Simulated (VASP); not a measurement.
# ZnCd2Te2 in VASP: a series of runs, part 2 of 2

VASP 6.6.1. The steps go on from the part before.

### 3 Single point, PBE

INCAR reads:

```
  ALGO = Normal
  DIPOL = 0.5 0.5 0.324
  EDIFF = 1E-6
  ENCUT = 520
  GGA = PE
  IDIPOL = 3
  ISIF = 2
  ISMEAR = 0
  LASPH = T
  LCHARG = T
  LDIPOL = T
  LELF = T
  LREAL = F
  LVACPOTAV = T
  LVHAR = T
  LWAVE = F
  NBANDS = 32
  NELM = 100
  PREC = Accurate
  SIGMA = 0.05
```

KPOINTS reads:

```
k-points
0
Gamma
  6 6 1
```

POSCAR reads:

```
ZnCd2Te2
1.0
    4.6794578583      0.0000000000      0.0000000000
   -2.3397289292      4.0525293812      0.0000000000
    0.0000000000      0.0000000000     20.0807280860
Te Cd Zn
2 2 1
Direct
    0.0000000000      0.0000000000      0.1991959646
    0.3333333333      0.6666666667      0.4037116126
    0.3333333333      0.6666666667      0.2467634796
    0.6666666667      0.3333333333      0.4273116019
    1.0000000000      1.0000000000      0.3413097493
```

Potentials or basis: VASP PAW PBE potentials, release 64 (Te, Cd, Zn).

The run is started by

```sh
> cat potpaw_PBE.64/Te/POTCAR potpaw_PBE.64/Cd/POTCAR potpaw_PBE.64/Zn/POTCAR > POTCAR
> mpirun -np 1 vasp_std > vasp.out
```

OUTCAR:

```text
EDIFF = 1E-6
   ENCUT = 520
   GGA = PE
   ISIF = 2
   ISMEAR = 0
   LASPH = T
   LREAL = F
   NELM = 100
   PREC = Accurate

 ion  position               nearest neighbor table
   1  0.000  0.000  0.199-   5 2.85   3 2.87   3 2.87   3 2.87
   2  0.333  0.667  0.404-   4 2.74   4 2.74   4 2.74   5 2.98   5 2.98   5 2.98   3 3.15
   3  0.333  0.667  0.247-   1 2.87   1 2.87   1 2.87   2 3.15   5 3.30   5 3.30   5 3.30
   4  0.667  0.333  0.427-   2 2.74   2 2.74   2 2.74   5 3.21   5 3.21   5 3.21
   5  0.000  0.000  0.341-   1 2.85   2 2.98   2 2.98   2 2.98   4 3.21   4 3.21   4 3.21   3 3.30
                             3 3.30   3 3.30

  LATTYP: Found a hexagonal cell.
 ALAT       =     4.6794578583
 C/A-ratio  =     4.2912509727

  Lattice vectors:

 A1 = (   4.6794578583,   0.0000000000,   0.0000000000)
 A2 = (  -2.3397289292,   4.0525293812,   0.0000000000)
 A3 = (   0.0000000000,   0.0000000000,  20.0807280860)

Analysis of symmetry for initial positions (statically):
=====================================================================
 Subroutine PRICEL returns:
 Original cell was already a primitive cell.

[... 165 lines left out ...]
 cond. band min:      -0.3989120184   @ k =   0.3333   0.3333   0.0000
 fundamental gap:      0.3710701746
 Fermi energy:        -0.4381338402

 k-point     1 :       0.0000    0.0000    0.0000
  band No.  band energies     occupation
      1     -13.7433      2.00000
      2     -12.7607      2.00000
      3     -10.4253      2.00000
      4     -10.4253      2.00000
      5     -10.2749      2.00000
      6     -10.2749      2.00000
[... 234 lines left out ...]
     31       3.8033      0.00000
     32       4.0637      0.00000

------------------------ aborting loop because EDIFF is reached ----------------------------------------

  FORCE on cell =-STRESS in cart. coord.  units (eV):
  Direction    XX          YY          ZZ          XY          YZ          ZX
  --------------------------------------------------------------------------------------
  -------------------------------------------------------------------------------------
  Total        5.9695406      5.9695406      0.9995651     -0.0000000      0.0000000      0.0000000
  in kB       25.1159913     25.1159913      4.2055276     -0.0000000      0.0000000      0.0000000
  external PRESSURE =      18.1458368 kB  Pullay stress =       0.0000000 kB

 VOLUME and BASIS-vectors are now :
 -----------------------------------------------------------------------------
  energy-cutoff  :      520.00
  volume of cell :      380.80
      direct lattice vectors                 reciprocal lattice vectors
     4.679457858  0.000000000  0.000000000     0.213699969  0.123379735  0.000000000
    -2.339728929  4.052529381  0.000000000     0.000000000  0.246759469  0.000000000
     0.000000000  0.000000000 20.080728086     0.000000000  0.000000000  0.049798991

 POSITION                                       TOTAL-FORCE (eV/Angst)
 -----------------------------------------------------------------------------------
      0.00000      0.00000      4.00000        -0.000000      0.000000     -0.085164
     -0.00000      2.70169      8.10682         0.000000      0.000000     -0.404734
     -0.00000      2.70169      4.95519         0.000000     -0.000000     -0.113110
      2.33973      1.35084      8.58073        -0.000000      0.000000      0.610778
      0.00000      0.00000      6.85375        -0.000000      0.000000     -0.007771
 -----------------------------------------------------------------------------------
    total drift:                               -0.000000     -0.000000     -0.000005

  FREE ENERGIE OF THE ION-ELECTRON SYSTEM (eV)
  ---------------------------------------------------
  free  energy   TOTEN  =        -8.5129871089 eV

  energy  without entropy=       -8.5093135077  energy(sigma->0) =       -8.51115031

 vacuum level on the upper side and lower side of the slab         2.599         3.300
```

OSZICAR:

```text
N       E                     dE             d eps       ncg     rms          rms(c)
DAV:   1     0.317192433848E+03    0.31719E+03   -0.18608E+04   448   0.119E+03
DAV:   2     0.137679412927E+02   -0.30342E+03   -0.28488E+03   504   0.286E+02
DAV:   3    -0.841923213279E+01   -0.22187E+02   -0.21919E+02   568   0.844E+01
[... 15 lines left out ...]
DAV:  19    -0.851297303891E+01   -0.45032E-05   -0.19116E-07   360   0.315E-03    0.276E-03
DAV:  20    -0.851298121393E+01   -0.81750E-05   -0.57851E-07   408   0.258E-03    0.122E-03
DAV:  21    -0.851298507296E+01   -0.38590E-05   -0.25944E-07   392   0.128E-03    0.144E-03
DAV:  22    -0.851298616680E+01   -0.10938E-05   -0.32343E-08   376   0.104E-03    0.369E-04
DAV:  23    -0.851298710889E+01   -0.94209E-06   -0.51064E-08   360   0.536E-04
   1 F= -.85129871E+01 E0= -.85111503E+01  d E =-.367360E-02
```

stdout:

```text
POSCAR found type information on POSCAR TeCdZn
 POSCAR found :  3 types and       5 ions
 scaLAPACK will be used
 LDA part: xc-table for (Slater+PW92), standard interpolation
 POSCAR, INCAR and KPOINTS ok, starting setup
 FFT: planning ... GRIDC
 FFT: planning ... GRID_SOFT
 FFT: planning ... GRID
 WAVECAR not read
 entering main loop
 -----------------------------------------------------------------------------
|                                                                             |
|           W    W    AA    RRRRR   N    N  II  N    N   GGGG   !!!           |
|           W    W   A  A   R    R  NN   N  II  NN   N  G    G  !!!           |
|           W    W  A    A  R    R  N N  N  II  N N  N  G       !!!           |
|           W WW W  AAAAAA  RRRRR   N  N N  II  N  N N  G  GGG   !            |
|           WW  WW  A    A  R   R   N   NN  II  N   NN  G    G                |
|           W    W  A    A  R    R  N    N  II  N    N   GGGG   !!!           |
|                                                                             |
|     Did not find any points to average over, which means that no vacuum     |
|     field-free region was found. Please increase the size of  your cell     |
|     in the dimension of the dipole correction to obtain accurate            |
|     workfunction values.                                                    |
|                                                                             |
 -----------------------------------------------------------------------------
```

Run time: 97 s. Hardware: 1 thread of Intel Xeon 6975P-C (Granite Rapids), shared host; peak memory 0.5 GiB.

Results:

```yaml
Free_energy: -8.5130 eV
Largest_force: 0.611 eV/Å
Band_gap_on_the_k_mesh: zero (bands 24 and 25 overlap by 0.69 eV)
```

Forces in eV/Å, atoms in the order of the input:
```
Te   0.000  0.000 -0.085
Te   0.000  0.000 -0.405
Cd   0.000  0.000 -0.113
Cd   0.000  0.000  0.611
Zn   0.000  0.000 -0.008
```

Caveat: spin-orbit coupling is left out, which moves the levels of the heavy elements.

### 4 Single point, PBE

INCAR reads:

```
SYSTEM = ZnCd2Te2
PREC = Accurate
ENCUT = 520
EDIFF = 1E-6
ISMEAR = 0
SIGMA = 0.05
LREAL = .FALSE.
LASPH = .TRUE.
NELM = 80
ALGO = Normal
ISIF = 2
LWAVE = .FALSE.
LCHARG = .FALSE.
LDIPOL = .TRUE.
IDIPOL = 3
DIPOL = 0.5 0.5 0.378
GGA = PE
NBANDS = 32
```

KPOINTS reads:

```
Automatic mesh
0
G
  6 6 1
  0 0 0
```

POSCAR, as its differences from that of step 3:

```diff
@@ -12,2 +12,2 @@
     0.6666666667      0.3333333333      0.4273116019
-    1.0000000000      1.0000000000      0.3413097493
+    1.3333333333      0.6666666667      0.6136330649
```

Potentials or basis: VASP PAW PBE potentials, release 64 (Te, Cd, Zn).

The run is started by

```sh
> cat potpaw_PBE.64/Te/POTCAR potpaw_PBE.64/Cd/POTCAR potpaw_PBE.64/Zn/POTCAR > POTCAR
> mpirun -np 1 vasp_std > vasp.out
```

OUTCAR:

```text
SYSTEM = ZnCd2Te2
   PREC = Accurate
   ENCUT = 520
   EDIFF = 1E-6
   ISMEAR = 0
   LREAL = .FALSE.
   LASPH = .TRUE.
   NELM = 80
   ISIF = 2
   GGA = PE

 ion  position               nearest neighbor table
   1  0.000  0.000  0.199-   3 2.87   3 2.87   3 2.87
   2  0.333  0.667  0.404-   4 2.74   4 2.74   4 2.74   3 3.15
   3  0.333  0.667  0.247-   1 2.87   1 2.87   1 2.87   2 3.15
   4  0.667  0.333  0.427-   2 2.74   2 2.74   2 2.74
   5  0.333  0.667  0.614-

[... 434 lines left out ...]
  -------------------------------------------------------------------------------------
  Total        0.3203038      0.3203038     -0.4084081     -0.0000000      0.0000000     -0.0000000
  in kB        1.3476327      1.3476327     -1.7183189     -0.0000000      0.0000000     -0.0000000
  external PRESSURE =       0.3256489 kB  Pullay stress =       0.0000000 kB

 VOLUME and BASIS-vectors are now :
 -----------------------------------------------------------------------------
  energy-cutoff  :      520.00
  volume of cell :      380.80
      direct lattice vectors                 reciprocal lattice vectors
     4.679457858  0.000000000  0.000000000     0.213699969  0.123379735  0.000000000
    -2.339728929  4.052529381  0.000000000     0.000000000  0.246759469  0.000000000
     0.000000000  0.000000000 20.080728086     0.000000000  0.000000000  0.049798991

 POSITION                                       TOTAL-FORCE (eV/Angst)
 -----------------------------------------------------------------------------------
      0.00000      0.00000      4.00000        -0.000000      0.000000      0.436796
     -0.00000      2.70169      8.10682        -0.000000      0.000000     -0.044108
     -0.00000      2.70169      4.95519         0.000000     -0.000000     -0.429891
      2.33973      1.35084      8.58073        -0.000000     -0.000000      0.036997
     -0.00000      2.70169     12.32220        -0.000000      0.000000      0.000205
 -----------------------------------------------------------------------------------
    total drift:                                0.000000     -0.000001     -0.000916

  FREE ENERGIE OF THE ION-ELECTRON SYSTEM (eV)
  ---------------------------------------------------
  free  energy   TOTEN  =        -8.7812960496 eV

  energy  without entropy=       -8.7797288563  energy(sigma->0) =       -8.78051245

 vacuum level on the upper side and lower side of the slab         1.770         4.029
```

OSZICAR:

```text
N       E                     dE             d eps       ncg     rms          rms(c)
DAV:   1     0.303995326138E+03    0.30400E+03   -0.18374E+04   448   0.119E+03
DAV:   2     0.126132178108E+02   -0.29138E+03   -0.27436E+03   504   0.281E+02
DAV:   3    -0.917803803984E+01   -0.21791E+02   -0.21605E+02   560   0.833E+01
[... 13 lines left out ...]
DAV:  17    -0.878128636920E+01   -0.26080E-04   -0.95813E-06   480   0.124E-02    0.992E-03
DAV:  18    -0.878128944490E+01   -0.30757E-05   -0.15333E-06   416   0.564E-03    0.101E-02
DAV:  19    -0.878129354439E+01   -0.40995E-05   -0.26239E-07   328   0.199E-03    0.398E-03
DAV:  20    -0.878129585486E+01   -0.23105E-05   -0.20912E-07   368   0.142E-03    0.879E-04
DAV:  21    -0.878129604955E+01   -0.19470E-06   -0.44241E-08   328   0.849E-04
   1 F= -.87812960E+01 E0= -.87805125E+01  d E =-.156719E-02
```

It took 82 s on 1 thread of Intel Xeon 6975P-C (Granite Rapids), shared host; peak memory 0.51 GiB.

Results:

* Free energy: -8.7813 eV
* Largest force: 0.437 eV/Å
* Band gap on the k mesh: zero (filled and empty bands touch)

Forces in eV/Å, atoms in the order of the input:
```
Te   0.000  0.000  0.437
Te   0.000  0.000 -0.044
Cd   0.000  0.000 -0.430
Cd   0.000  0.000  0.037
Zn   0.000  0.000  0.000
```

Levels at points of the mesh, in eV from the Fermi level:
```tsv
k point	band 20	band 21	band 22	band 23	band 24	band 25	band 26	band 27	band 28	band 29
(0.00, 0.00, 0.00)	-1.88	-1.88	-1.47	-0.31	0.00	0.00	1.34	1.83	3.56	3.56
(0.50, 0.00, 0.00)	-2.97	-2.59	-2.02	-0.88	-0.73	0.63	1.09	2.07	2.35	3.03
```

Caveat: spin-orbit coupling is left out, which moves the levels of the heavy elements.

### 5 Summary

| cell | gap on the mesh (eV) | largest force (eV/Å) |
| --- | --- | --- |
| as given, atomic positions A | none | 0.43 |
| as given, atomic positions B | none | 0.61 |
| as given, atomic positions C | none | 0.44 |

Alike in all rows: task single point; level PBE; potentials or basis VASP PAW PBE potentials, release 64 (Te, Cd, Zn); no spin polarisation; k mesh 6 × 6 × 1; cutoff (eV) 520; smearing gaussian 0.05 eV.

Caveats: spin-orbit coupling is left out, which moves the levels of the heavy elements.

Total energies depend on the potentials used, so only differences within one code and one set of settings carry meaning.
